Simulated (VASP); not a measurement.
# SiSe2 (Ibam) in VASP: further runs

SiSe2 is run at these levels: BLYP; tasks: relaxation of shape and atoms at fixed volume.

All numbers are computed with VASP 6.6.1; they aren't measurements. Logs are shortened: lines on timing, memory, paths and dates and some standing lists are left out, and cuts for length are marked.

## 1. The cell of the first run

It takes space group Ibam (No. 72, orthorhombic). The conventional cell has a = 7.181 Å, b = 12.024 Å, c = 6.288 Å, α = 90.00°, β = 90.00°, γ = 90.00°. Si (site symmetry 222) has 4 Se at 2.41 Å and 2 Si at 3.14 Å within 3.2 Å. Se (site symmetry m) has 2 Si at 2.41 Å within 3.2 Å.

## 2. Relaxation of shape and atoms at fixed volume, BLYP (45.24 Å³/atom)

Input file INCAR:

```
SYSTEM = SiSe2
AGGAC = 1.0 ; AGGAX = 1.0
ALDAC = 0.0 ; ALDAX = 1.0
ALGO = Normal ; EDIFF = 1E-7
EDIFFG = -0.04 ; ENCUT = 500
GGA = B5 ; GGA_COMPAT = .FALSE.
IBRION = 2 ; ISIF = 4
ISMEAR = 0 ; LASPH = .TRUE.
LCHARG = .FALSE. ; LREAL = .FALSE.
LWAVE = .FALSE. ; NELM = 120
NELMIN = 4 ; NSW = 60
PREC = Accurate ; SIGMA = 0.05
```

Input file KPOINTS:

```
k-points
0
G
  6 6 6
  0 0 0
```

Input file POSCAR:

```
SiSe2
1.0
   -3.5902726429      6.0121625583      3.1438856467
    3.5902726429     -6.0121625583      3.1438856467
    3.5902726429      6.0121625583     -3.1438856467
Si Se
2 4
Direct
    0.2500000000      0.2500000000      0.0000000000
    0.7500000000      0.7500000000      0.0000000000
    0.1065697603      0.8178192468      0.9243890072
    0.8934302397      0.1821807532      0.0756109928
    0.6065697603      0.6821807532      0.2887505135
    0.3934302397      0.3178192468      0.7112494865
```

Potentials or basis: VASP PAW PBE potentials, release 64 (Si, Se).

Command:

```
cat potpaw_PBE.64/Si/POTCAR potpaw_PBE.64/Se/POTCAR > POTCAR
mpirun -np 1 vasp_std > vasp.out
```

OUTCAR:

```text
SYSTEM = SiSe2
   EDIFF = 1E-7
   EDIFFG = -0.04
   ENCUT = 500
   GGA = B5
   IBRION = 2
   ISIF = 4
   ISMEAR = 0
   LASPH = .TRUE.
   LREAL = .FALSE.
   NELM = 120
   NELMIN = 4
   NSW = 60
   PREC = Accurate

 ion  position               nearest neighbor table
   1  0.250  0.250  0.000-   4 2.41   6 2.41   5 2.41   3 2.41   2 3.14   2 3.14
   2  0.750  0.750  0.000-   3 2.41   5 2.41   6 2.41   4 2.41   1 3.14   1 3.14
   3  0.107  0.818  0.924-   2 2.41   1 2.41
   4  0.893  0.182  0.076-   1 2.41   2 2.41
   5  0.607  0.682  0.289-   2 2.41   1 2.41
   6  0.393  0.318  0.711-   1 2.41   2 2.41

  LATTYP: Found a body centered orthorhombic cell.
 ALAT       =     6.2877712934
 B/A-ratio  =     1.1419857610
 C/A-ratio  =     1.9123350000

  Lattice vectors:

 A1 = (   3.5902726429,   6.0121625583,  -3.1438856467)
 A2 = (  -3.5902726429,   6.0121625583,   3.1438856467)
 A3 = (   3.5902726429,  -6.0121625583,   3.1438856467)

Analysis of symmetry for initial positions (statically):
=====================================================================
 Subroutine PRICEL returns:
 Original cell was already a primitive cell.

 Routine SETGRP: Setting up the symmetry group for a
 body centered orthorhombic supercell.

 Subroutine GETGRP returns: Found  8 space group operations
 (whereof  4 operations were pure point group operations)
 out of a pool of  8 trial point group operations.

The static configuration has the point symmetry C_2h.
 The point group associated with its full space group is D_2h.

Analysis of symmetry for dynamics (positions and initial velocities):
=====================================================================
 Subroutine PRICEL returns:
 Original cell was already a primitive cell.

 Routine SETGRP: Setting up the symmetry group for a
 body centered orthorhombic supercell.

 Subroutine GETGRP returns: Found  8 space group operations
 (whereof  4 operations were pure point group operations)
 out of a pool of  8 trial point group operations.

The dynamic configuration has the point symmetry C_2h.
 The point group associated with its full space group is D_2h.

 Subroutine INISYM returns: Found  8 space group operations
 (whereof  4 operations are pure point group operations),
 and found     1 'primitive' translations

----------------------------------------------------------------------------------------

[... 107 lines left out ...]
   ISYM   =      2    0-nonsym 1-usesym 2-fastsym
   POTIM  = 0.5000    time-step for ionic-motion
   TEBEG  =    0.0;   TEEND  =   0.0 temperature during run
   PSTRESS=    0.0 pullay stress
   NELECT =      32.0000    total number of electrons
   NUPDOWN=      -1.0000    fix difference up-down
   EMIN   =  10.00;   EMAX   =-10.00  energy-range for DOS
   EFERMI =   0.00;   METHOD = LEGACY
   ISMEAR =     0;   SIGMA  =   0.05  broadening in eV -4-tet -1-fermi 0-gaus
   EFERMI_NEDOS =   21; number of points for ismear=-14 and -15
   IALGO  =     38    algorithm
   IMIX   =      4    mixing-type and parameters
     AMIX     =   0.40;   BMIX     =  1.00
     AMIX_MAG =   1.60;   BMIX_MAG =  1.00
  volume/ion in A,a.u.               =      45.24       305.30
  Fermi-wavevector in a.u.,A,eV,Ry     =   0.802718  1.516918  8.767006  0.644357
  Thomas-Fermi vector in A             =   1.910449
   LORBIT       =      0    0 simple, 1 ext, 2 COOP (PROOUT), +10 PAW based schemes
   GGA     = B5    functional components
   LHFCALC =     F    Hartree Fock is set to
   AEXX    =    0.0000 exact exchange contribution
   IVDW    =     0    specifies the selected vdW correction
   LEPSILON=     F    determine dielectric tensor
   LRPA    =     F    only Hartree local field effects (RPA)
 conjugate gradient relaxation of ions
 non-spin polarized calculation
 Gauss-broadening in eV      SIGMA  =   0.05
  energy-cutoff  :      500.00
  volume of cell :      271.45
 maximum number of plane-waves:      6924
   NGX = 27   NGY = 27   NGZ = 27

--------------------------------------- Ionic step        1  -------------------------------------------

 number of electron      31.9999999 magnetization

 Free energy of the ion-electron system (eV)
  ---------------------------------------------------
  ext. energy  EPLUGINS =         0.00000000
  ---------------------------------------------------
  free energy    TOTEN  =       -24.17514713 eV

  energy without entropy =      -24.17514713  energy(sigma->0) =      -24.17514713

------------------------ aborting loop because EDIFF is reached ----------------------------------------

  FORCE on cell =-STRESS in cart. coord.  units (eV):
  Direction    XX          YY          ZZ          XY          YZ          ZX
  --------------------------------------------------------------------------------------
  -------------------------------------------------------------------------------------
  Total       -3.9704068     -3.7273453     -6.1051888     -0.0000000      0.0000000      0.0000000
  in kB      -23.4347709    -22.0001345    -36.0350228     -0.0000000      0.0000000      0.0000000
  external PRESSURE =     -27.1566427 kB  Pullay stress =       0.0000000 kB
[... 187 lines left out ...]
--------------------------------------- Ionic step        6  -------------------------------------------

 number of electron      31.9999999 magnetization

 Free energy of the ion-electron system (eV)
  ---------------------------------------------------
  ext. energy  EPLUGINS =         0.00000000
  ---------------------------------------------------
  free energy    TOTEN  =       -24.44654340 eV

  energy without entropy =      -24.44654340  energy(sigma->0) =      -24.44654340

 E-fermi :  -0.5567     XC(G=0):  -5.7482

 val. band max:       -0.8044883046   @ k =  -0.3333   0.3333   0.1667
 cond. band min:       1.4767257339   @ k =  -0.3333  -0.3333   0.3333
 fundamental gap:      2.2812140385
 Fermi energy:        -0.5566659830

 k-point     1 :       0.0000    0.0000    0.0000
  band No.  band energies     occupation
      1     -14.6108      2.00000
      2     -13.1709      2.00000
      3     -12.8471      2.00000
      4     -12.8242      2.00000
      5      -8.2394      2.00000
      6      -6.7505      2.00000
[... 541 lines left out ...]
     19       3.0285      0.00000
     20       3.0285      0.00000

 [... further k-points ...]

------------------------ aborting loop because EDIFF is reached ----------------------------------------

  FORCE on cell =-STRESS in cart. coord.  units (eV):
  Direction    XX          YY          ZZ          XY          YZ          ZX
  --------------------------------------------------------------------------------------
  -------------------------------------------------------------------------------------
  Total        0.2183219      0.2829573      0.2530872     -0.0000000      0.0000000      0.0000000
  in kB        1.2886142      1.6701161      1.4938116     -0.0000000      0.0000000      0.0000000
  external PRESSURE =       1.4841806 kB  Pullay stress =       0.0000000 kB
[... 21 lines left out ...]
  FREE ENERGIE OF THE ION-ELECTRON SYSTEM (eV)
  ---------------------------------------------------
  free  energy   TOTEN  =       -24.4465434044 eV

  energy  without entropy=      -24.4465434044  energy(sigma->0) =      -24.44654340

 reached required accuracy - stopping structural energy minimisation
```

CONTCAR:

```text
SiSe2
   1.00000000000000
    -3.6466071593186804    6.1333641204249050    3.0341507656326021
     3.6466071593186804   -6.1333641204249050    3.0341507656326021
     3.6466071593186804    6.1333641204249050   -3.0341507656326021
  Si              Se
     2     4
Direct
     0.2500000000000000    0.2500000000000000    1.0000000000000000
     0.7500000000000000    0.7500000000000000    1.0000000000000000
     0.1010576427852254    0.8274841795883967    0.9285418224736240
     0.8989423572147746    0.1725158204116033    0.0714581775263760
     0.6010576427852254    0.6725158204116033    0.2735734631968287
     0.3989423572147746    0.3274841795883968    0.7264265368031713

  0.00000000E+00  0.00000000E+00  0.00000000E+00
  0.00000000E+00  0.00000000E+00  0.00000000E+00
  0.00000000E+00  0.00000000E+00  0.00000000E+00
  0.00000000E+00  0.00000000E+00  0.00000000E+00
  0.00000000E+00  0.00000000E+00  0.00000000E+00
  0.00000000E+00  0.00000000E+00  0.00000000E+00
```

Run time: 12 min. Hardware: 1 thread of Intel Xeon 6975P-C (Granite Rapids), shared host; peak memory 0.57 GiB.

What came out:

* Free energy: -24.4465 eV
* Energy gained by relaxing: 45.2 meV/atom
* Ionic steps: 6
* Pressure after relaxing: 0.1 GPa
* Largest force after relaxing: 0.012 eV/Å
* Band gap on the k mesh: 2.28 eV (least direct gap 2.43 eV)

Forces on the atoms (eV/Å):
```
Si   0.000  0.000  0.000
Si   0.000  0.000  0.000
Se  -0.003  0.011  0.000
Se   0.003 -0.011  0.000
Se   0.003  0.011  0.000
Se  -0.003 -0.011  0.000
```

Step by step:
| step | energy change (eV) | largest force (eV/Å) | pressure (GPa) | volume (Å³) |
| --- | --- | --- | --- | --- |
| 1 | 0.0000 | 1.1186 | -2.72 | 271.45 |
| 2 | -0.2046 | 0.5123 | -1.32 | 271.45 |
| 3 | -0.2612 | 0.0585 | -0.04 | 271.45 |
| 4 | -0.2613 | 0.0865 | 0.02 | 271.45 |
| 5 | -0.2707 | 0.0301 | 0.12 | 271.45 |
| 6 | -0.2714 | 0.0118 | 0.15 | 271.45 |

Final structure:
```yaml
crystal:
  lattice:
    - [-3.64661, 6.13336, 3.03415]
    - [3.64661, -6.13336, 3.03415]
    - [3.64661, 6.13336, -3.03415]
  atoms:
    - { symbol: Si, position: [0.25000, 0.25000, 0.00000] }
    - { symbol: Si, position: [0.75000, 0.75000, 0.00000] }
    - { symbol: Se, position: [0.10106, 0.82748, 0.92854] }
    - { symbol: Se, position: [0.89894, 0.17252, 0.07146] }
    - { symbol: Se, position: [0.60106, 0.67252, 0.27357] }
    - { symbol: Se, position: [0.39894, 0.32748, 0.72643] }
```

Levels at points of the mesh, in eV from the valence-band top:
| k point | band 14 | band 15 | band 16 | band 17 | band 18 | band 19 |
| --- | --- | --- | --- | --- | --- | --- |
| (0.00, 0.00, 0.00) | -0.98 | -0.92 | -0.07 | 2.74 | 2.79 | 3.76 |
| (0.50, 0.00, 0.00) | -0.78 | -0.56 | -0.56 | 2.44 | 2.44 | 3.93 |
| (0.00, 0.50, 0.00) | -0.68 | -0.60 | -0.60 | 2.41 | 2.41 | 3.87 |
| (0.50, 0.50, 0.00) | -1.21 | -1.02 | 0.00 | 2.70 | 3.39 | 4.05 |
| (0.50, 0.50, 0.50) | -1.35 | -1.11 | -0.03 | 2.40 | 3.56 | 3.86 |

Caveat: the PAW data sets were made with another functional, which shifts forces and pressure a little. Expect the measured gap to be larger: semilocal functionals such as BLYP lack the derivative discontinuity.

(Part 1 of 2 ends here.)
